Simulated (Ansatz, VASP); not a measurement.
**Two plane-wave programs on Nb**

```xyz
1
Lattice="-1.6683 1.6683 1.6683 1.6683 -1.6683 1.6683 1.6683 1.6683 -1.6683" Properties=species:S:1:pos:R:3 pbc="T T T"
Nb    0.0000    0.0000    0.0000
```

Alike in both runs: task single point; functional PBEsol; k mesh 18 × 18 × 18; occupations gaussian, width 0.1 eV; no spin polarisation.

```csv
,VASP,Ansatz
version,VASP 6.6.1,Ansatz 0.2.0
potentials or method,"VASP PAW PBE potentials, release 64 (Nb_sv), cutoff 520 eV","scalar-relativistic, plane waves, PAW"
valence electrons in the cell,13,13
```

```csv
,VASP,Ansatz,Ansatz less VASP
gap on the k mesh at the Fermi level (eV),none,none,-
pressure (GPa),-9.7,-9.4,+0.27
```

VASP's potentials were made for PBE, not for PBEsol. A gap of «none» marks a metal or a gap that the smearing closes.
